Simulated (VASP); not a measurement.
# Sr2Y (Fd-3m) in VASP: notebook

Runs on Sr2Y. Level: r2SCAN. Tasks: single point.

All numbers are computed with VASP 6.6.1; they aren't measurements. Logs are shortened: lines on timing, memory, paths and dates and some standing lists are left out, and cuts for length are marked.

**1. The cell of the first run**

Symmetry: Fd-3m, No. 227, cubic system. The conventional cell has a = 9.051 Å, b = 9.051 Å, c = 9.051 Å, α = 90.00°, β = 90.00°, γ = 90.00°. Sr (site symmetry -3m) has 6 Sr at 3.20 Å and 6 Y at 3.75 Å within 4.2 Å. Y (site symmetry -43m) has 12 Sr at 3.75 Å and 4 Y at 3.92 Å within 4.9 Å.

**2. Single point, r2SCAN**

POSCAR reads:

```
Sr2Y
1.0
    0.0000000000      4.5255871631      4.5255871631
    4.5255871631      0.0000000000      4.5255871631
    4.5255871631      4.5255871631      0.0000000000
Sr Y
4 2
Direct
    0.6250000000      0.6250000000      0.6250000000
    0.1250000000      0.6250000000      0.6250000000
    0.6250000000      0.6250000000      0.1250000000
    0.6250000000      0.1250000000      0.6250000000
    0.0000000000      0.0000000000      0.0000000000
    0.2500000000      0.2500000000      0.2500000000
```

INCAR.step1 reads:

```
SYSTEM = Sr2Y
  ALGO = Normal
  EDIFF = 1E-4
  ENCUT = 520
  GGA = PE
  ISMEAR = 0
  LASPH = .True.
  LCHARG = .False.
  LREAL = .False.
  LWAVE = .True.
  NBANDS = 40
  NELM = 100
  PREC = Accurate
  SIGMA = 0.1
```

INCAR.step2 reads:

```
SYSTEM = Sr2Y
  ALGO = Normal
  EDIFF = 1E-6
  ENCUT = 520
  ISIF = 2
  ISMEAR = 0
  ISTART = 1
  LASPH = .True.
  LCHARG = .True.
  LELF = .True.
  LMIXTAU = .True.
  LREAL = .False.
  LVHAR = .True.
  LWAVE = .False.
  METAGGA = R2SCAN
  NBANDS = 40
  NELM = 100
  PREC = Accurate
  SIGMA = 0.1
```

KPOINTS reads:

```
k-points
0
Gamma
  4 4 4
  0 0 0
```

Potentials or basis: VASP PAW PBE potentials, release 64 (Sr_sv, Y_sv).

Started as:

```
$ cat potpaw_PBE.64/Sr_sv/POTCAR potpaw_PBE.64/Y_sv/POTCAR > POTCAR
$ cp INCAR.step1 INCAR
$ mpirun -np 1 vasp_std > vasp.out
$ cp INCAR.step2 INCAR
$ mpirun -np 1 vasp_std > vasp.out
```

OUTCAR:

```text
SYSTEM = Sr2Y
   EDIFF = 1E-6
   ENCUT = 520
   ISIF = 2
   ISMEAR = 0
   ISTART = 1
   LASPH = .True.
   LREAL = .False.
   METAGGA = R2SCAN
   NELM = 100
   PREC = Accurate

 ion  position               nearest neighbor table
   1  0.625  0.625  0.625-   2 3.20   3 3.20   4 3.20   3 3.20   4 3.20   2 3.20   6 3.75   5 3.75
                             6 3.75   5 3.75   6 3.75   5 3.75
   2  0.125  0.625  0.625-   1 3.20   3 3.20   4 3.20   1 3.20   3 3.20   4 3.20   5 3.75   6 3.75
                             5 3.75   6 3.75   6 3.75   5 3.75
   3  0.625  0.625  0.125-   1 3.20   1 3.20   2 3.20   4 3.20   4 3.20   2 3.20   6 3.75   5 3.75
                             6 3.75   5 3.75   6 3.75   5 3.75
   4  0.625  0.125  0.625-   1 3.20   3 3.20   1 3.20   2 3.20   3 3.20   2 3.20   6 3.75   5 3.75
                             6 3.75   5 3.75   6 3.75   5 3.75
   5  0.000  0.000  0.000-   3 3.75   4 3.75   2 3.75   3 3.75   2 3.75   4 3.75   1 3.75   1 3.75
                             1 3.75   2 3.75   4 3.75   3 3.75   6 3.92   6 3.92   6 3.92   6 3.92
   6  0.250  0.250  0.250-   2 3.75   4 3.75   2 3.75   3 3.75   3 3.75   4 3.75   1 3.75   2 3.75
                             1 3.75   4 3.75   1 3.75   3 3.75   5 3.92   5 3.92   5 3.92   5 3.92

  LATTYP: Found a face centered cubic cell.
 ALAT       =     9.0511743262

  Lattice vectors:

 A1 = (   0.0000000000,   4.5255871631,   4.5255871631)
 A2 = (   4.5255871631,   0.0000000000,   4.5255871631)
 A3 = (   4.5255871631,   4.5255871631,   0.0000000000)

Analysis of symmetry for initial positions (statically):
=====================================================================
 Subroutine PRICEL returns:
 Original cell was already a primitive cell.

 Routine SETGRP: Setting up the symmetry group for a
 face centered cubic supercell.

 Subroutine GETGRP returns: Found 48 space group operations
 (whereof 24 operations were pure point group operations)
 out of a pool of 48 trial point group operations.

The static configuration has the point symmetry T_d .
 The point group associated with its full space group is O_h .

Analysis of symmetry for dynamics (positions and initial velocities):
=====================================================================
 Subroutine PRICEL returns:
 Original cell was already a primitive cell.

 Routine SETGRP: Setting up the symmetry group for a
 face centered cubic supercell.

 Subroutine GETGRP returns: Found 48 space group operations
 (whereof 24 operations were pure point group operations)
 out of a pool of 48 trial point group operations.

The dynamic configuration has the point symmetry T_d .
 The point group associated with its full space group is O_h .

 Subroutine INISYM returns: Found 48 space group operations
 (whereof 24 operations are pure point group operations),
 and found     1 'primitive' translations

----------------------------------------------------------------------------------------

                                     Primitive cell

  volume of cell :     185.3766

  direct lattice vectors                    reciprocal lattice vectors
     0.000000000  4.525587163  4.525587163    -0.110482901  0.110482901  0.110482901
     4.525587163  0.000000000  4.525587163     0.110482901 -0.110482901  0.110482901
     4.525587163  4.525587163  0.000000000     0.110482901  0.110482901 -0.110482901

  length of vectors
     6.400146744  6.400146744  6.400146744     0.191361998  0.191361998  0.191361998

  position of ions in fractional coordinates (direct lattice)
     0.625000000  0.625000000  0.625000000
     0.125000000  0.625000000  0.625000000
     0.625000000  0.625000000  0.125000000
     0.625000000  0.125000000  0.625000000
     0.000000000  0.000000000  0.000000000
     0.250000000  0.250000000  0.250000000

  ion indices of the primitive-cell ions
   primitive index   ion index
                 1           1
                 2           2
                 3           3
                 4           4
                 5           5
                 6           6

----------------------------------------------------------------------------------------

 KPOINTS: k-points

Automatic generation of k-mesh.
 Grid dimensions read from file:
 generate k-points for:    4    4    4

 Generating k-lattice:

  Cartesian coordinates                     Fractional coordinates (reciprocal lattice)
    -0.027620725  0.027620725  0.027620725     0.250000000  0.000000000  0.000000000
     0.027620725 -0.027620725  0.027620725     0.000000000  0.250000000  0.000000000
     0.027620725  0.027620725 -0.027620725     0.000000000  0.000000000  0.250000000

  Length of vectors
     0.047840500  0.047840500  0.047840500

  Shift w.r.t. Gamma in fractional coordinates (k-lattice)
     0.000000000  0.000000000  0.000000000

 Subroutine IBZKPT returns following result:
 ===========================================

 Found      8 irreducible k-points:

 Following reciprocal coordinates:
            Coordinates               Weight
  0.000000  0.000000  0.000000      1.000000
  0.250000  0.000000  0.000000      8.000000
  0.500000  0.000000  0.000000      4.000000
  0.250000  0.250000  0.000000      6.000000
  0.500000  0.250000  0.000000     24.000000
 -0.250000  0.250000  0.000000     12.000000
  0.500000  0.500000  0.000000      3.000000
 -0.250000  0.500000  0.250000      6.000000
   k-points           NKPTS =      8   k-points in BZ     NKDIM =      8   number of bands    NBANDS=     40
   number of dos      NEDOS =    301   number of ions     NIONS =      6
   total plane-waves  NPLWV = 110592
   dimension x,y,z NGX =    48 NGY =   48 NGZ =   48
   dimension x,y,z NGXF=    96 NGYF=   96 NGZF=   96
   ions per type =               4   2
   NGX,Y,Z   is equivalent  to a cutoff of  12.47, 12.47, 12.47 a.u.
   NGXF,Y,Z  is equivalent  to a cutoff of  24.94, 24.94, 24.94 a.u.
 SYSTEM =  Sr2Y
   PREC   = accura    normal or accurate (medium, high low for compatibility)
   ISTART =      1    job   : 0-new  1-cont  2-samecut
   ICHARG =      0    charge: 1-file 2-atom 10-const
   ISPIN  =      1    spin polarized calculation?
   LNONCOLLINEAR =      F non collinear calculations
   LSORBIT =      F    spin-orbit coupling
   LASPH  =      T    aspherical Exc in radial PAW
   ENCUT  =  520.0 eV  38.22 Ry    6.18 a.u.  11.90 11.90 11.90*2*pi/ulx,y,z
   NELM   =    100;   NELMIN=  2; NELMDL=  0     # of ELM steps
   EDIFF  = 0.1E-05   stopping-criterion for ELM
   LREAL  =      F    real-space projection
   EDIFFG = 0.1E-04   stopping-criterion for IOM
   NSW    =      0    number of steps for IOM
   IBRION =     -1    ionic relax: 0-MD 1-quasi-New 2-CG
   NFREE  =      0    steps in history (QN), initial steepest desc. (CG)
   ISIF   =      2    stress and relaxation
   ISYM   =      2    0-nonsym 1-usesym 2-fastsym
   POTIM  = 0.5000    time-step for ionic-motion
   TEBEG  =    0.0;   TEEND  =   0.0 temperature during run
   PSTRESS=    0.0 pullay stress
   NELECT =      62.0000    total number of electrons
   NUPDOWN=      -1.0000    fix difference up-down
   EMIN   =  10.00;   EMAX   =-10.00  energy-range for DOS
   EFERMI =   0.00;   METHOD = LEGACY
   ISMEAR =     0;   SIGMA  =   0.10  broadening in eV -4-tet -1-fermi 0-gaus
   EFERMI_NEDOS =   21; number of points for ismear=-14 and -15
   IALGO  =     38    algorithm
   IMIX   =      4    mixing-type and parameters
     AMIX     =   0.40;   BMIX     =  1.00
     AMIX_MAG =   1.60;   BMIX_MAG =  1.00
  volume/ion in A,a.u.               =      30.90       208.50
  Fermi-wavevector in a.u.,A,eV,Ry     =   1.136372  2.147431 17.569760  1.291341
  Thomas-Fermi vector in A             =   2.273077
   LORBIT       =      0    0 simple, 1 ext, 2 COOP (PROOUT), +10 PAW based schemes
   METAGGA = R2SCAN    functional components
   LHFCALC =     F    Hartree Fock is set to
   AEXX    =    0.0000 exact exchange contribution
   IVDW    =     0    specifies the selected vdW correction
   LEPSILON=     F    determine dielectric tensor
   LRPA    =     F    only Hartree local field effects (RPA)
 non-spin polarized calculation
 Gauss-broadening in eV      SIGMA  =   0.10
  energy-cutoff  :      520.00
  volume of cell :      185.38
 maximum number of plane-waves:      5029
   NGX = 23   NGY = 23   NGZ = 23

 number of electron      62.0000001 magnetization

 Free energy of the ion-electron system (eV)
  ---------------------------------------------------
  ext. energy  EPLUGINS =         0.00000000
  ---------------------------------------------------
  free energy    TOTEN  =       -95.05139451 eV

  energy without entropy =      -95.00692372  energy(sigma->0) =      -95.02915911

 E-fermi :   3.8066     XC(G=0): -10.0733

 val. band max:        3.7626281957   @ k =   0.5000   0.2500   0.0000
 cond. band min:       3.8234987383   @ k =  -0.2500   0.5000   0.2500
 fundamental gap:      0.0608705426
 Fermi energy:         3.8065936023

 k-point     1 :       0.0000    0.0000    0.0000
  band No.  band energies     occupation
      1     -40.7296      2.00000
      2     -40.7144      2.00000
      3     -33.3137      2.00000
      4     -32.9860      2.00000
      5     -32.9860      2.00000
      6     -32.9860      2.00000
[... 32 lines left out ...]
     39       5.2585      0.00000
     40       6.9073      0.00000

 k-point     2 :       0.2500    0.0000    0.0000
  band No.  band energies     occupation
      1     -40.7280      2.00000
      2     -40.7160      2.00000
      3     -33.2809      2.00000
      4     -33.0219      2.00000
      5     -32.9862      2.00000
      6     -32.9862      2.00000
[... 247 lines left out ...]
     39       6.1321      0.00000
     40       6.1321      0.00000

 k-point     8 :      -0.2500    0.5000    0.2500
  band No.  band energies     occupation
      1     -40.7219      2.00000
      2     -40.7219      2.00000
      3     -33.1537      2.00000
      4     -33.1537      2.00000
      5     -32.9867      2.00000
      6     -32.9867      2.00000
[... 32 lines left out ...]
     39       5.7785      0.00000
     40       5.7785      0.00000

------------------------ aborting loop because EDIFF is reached ----------------------------------------

  FORCE on cell =-STRESS in cart. coord.  units (eV):
  Direction    XX          YY          ZZ          XY          YZ          ZX
  --------------------------------------------------------------------------------------
  -------------------------------------------------------------------------------------
  Total       15.0504687     15.0504687     15.0504687      0.0000000      0.0000000      0.0000000
  in kB      130.0785870    130.0785870    130.0785870      0.0000000      0.0000000      0.0000000
  external PRESSURE =     130.0785870 kB  Pullay stress =       0.0000000 kB

 VOLUME and BASIS-vectors are now :
 -----------------------------------------------------------------------------
  energy-cutoff  :      520.00
  volume of cell :      185.38
      direct lattice vectors                 reciprocal lattice vectors
     0.000000000  4.525587163  4.525587163    -0.110482901  0.110482901  0.110482901
     4.525587163  0.000000000  4.525587163     0.110482901 -0.110482901  0.110482901
     4.525587163  4.525587163  0.000000000     0.110482901  0.110482901 -0.110482901

 POSITION                                       TOTAL-FORCE (eV/Angst)
 -----------------------------------------------------------------------------------
      5.65698      5.65698      5.65698         0.000000     -0.000000      0.000000
      5.65698      3.39419      3.39419         0.000000     -0.000000      0.000000
      3.39419      3.39419      5.65698         0.000000     -0.000000      0.000000
      3.39419      5.65698      3.39419         0.000000     -0.000000      0.000000
      0.00000      0.00000      0.00000         0.000000      0.000000      0.000000
      2.26279      2.26279      2.26279        -0.000000     -0.000000     -0.000000
 -----------------------------------------------------------------------------------
    total drift:                                0.000000      0.000000     -0.000000

  FREE ENERGIE OF THE ION-ELECTRON SYSTEM (eV)
  ---------------------------------------------------
  free  energy   TOTEN  =       -95.0513945062 eV

  energy  without entropy=      -95.0069237169  energy(sigma->0) =      -95.02915911
```

Wall time 8.2 min (1 thread of Oxide Virtual Turin-like, shared host); peak memory 0.35 GiB.

Results:

```
Free energy            : -95.0514 eV
Pressure               : 13.0 GPa
Band gap on the k mesh : zero (bands 31 and 32 overlap by 0.70 eV)
```

Levels at points of the mesh, in eV from the Fermi level:
```csv
k point,band 28,band 29,band 30,band 31,band 32,band 33,band 34,band 35
"(0.00, 0.00, 0.00)",-0.93,-0.93,-0.51,-0.51,-0.51,0.48,0.48,0.86
"(0.50, 0.00, 0.00)",-0.65,-0.65,-0.16,0.13,0.13,0.29,0.29,0.88
"(0.50, 0.50, 0.00)",-1.24,-0.16,-0.16,0.19,0.19,0.22,0.22,0.62
```

Caveat: the cell stands under pressure; the PAW data sets were made with another functional, which shifts forces and pressure a little.

**3. Single point, r2SCAN**

This run uses another cell than the first one, of 46.48 Å³/atom.

POSCAR: that of step 2 with these lines changed.

```diff
@@ -2,5 +2,5 @@
 1.0
-    0.0000000000      4.5255871631      4.5255871631
-    4.5255871631      0.0000000000      4.5255871631
-    4.5255871631      4.5255871631      0.0000000000
+    0.0000000000      5.1856685421      5.1856685421
+    5.1856685421      0.0000000000      5.1856685421
+    5.1856685421      5.1856685421      0.0000000000
 Sr Y
```

INCAR.step1 reads:

```
PREC = Accurate
ENCUT = 520
ISMEAR = 0
SIGMA = 0.1
LREAL = False
LASPH = True
NELM = 60
NBANDS = 40
GGA = PE
ALGO = Normal
EDIFF = 1E-4
LWAVE = True
LCHARG = False
```

INCAR.step2 reads:

```
PREC = Accurate
ENCUT = 520
EDIFF = 1E-7
ISMEAR = 0
SIGMA = 0.1
LREAL = False
LASPH = True
NELM = 60
ALGO = Normal
ISIF = 2
LWAVE = False
LCHARG = False
METAGGA = R2SCAN
LMIXTAU = True
NBANDS = 40
ISTART = 1
```

KPOINTS reads:

```
Automatic mesh
0
Gamma
  4 4 4
```

Potentials or basis: VASP PAW PBE potentials, release 64 (Sr_sv, Y_sv).

Started as:

```
$ cat potpaw_PBE.64/Sr_sv/POTCAR potpaw_PBE.64/Y_sv/POTCAR > POTCAR
$ cp INCAR.step1 INCAR
$ mpirun -np 1 vasp_std > vasp.out
$ cp INCAR.step2 INCAR
$ mpirun -np 1 vasp_std > vasp.out
```

It took 26 min on 1 thread of Oxide Virtual Turin-like, shared host; peak memory 0.45 GiB.

It converged, with:

* Free energy: -97.9888 eV
* Pressure: 0.0 GPa
* Band gap on the k mesh: zero (bands 31 and 32 overlap by 0.50 eV)

Levels at points of the mesh, in eV from the Fermi level:
| k point | band 28 | band 29 | band 30 | band 31 | band 32 | band 33 | band 34 | band 35 |
| --- | --- | --- | --- | --- | --- | --- | --- | --- |
| (0.00, 0.00, 0.00) | -0.66 | -0.66 | -0.11 | -0.11 | -0.11 | 0.12 | 0.12 | 0.12 |
| (0.50, 0.00, 0.00) | -0.72 | -0.72 | -0.10 | -0.10 | 0.07 | 0.38 | 0.38 | 0.38 |
| (0.50, 0.50, 0.00) | -1.37 | -0.77 | -0.77 | 0.30 | 0.30 | 0.34 | 0.34 | 0.39 |

Caveat: the PAW data sets were made with another functional, which shifts forces and pressure a little.

The gap in the log of VASP goes by the Fermi energy; the results here count the filled bands.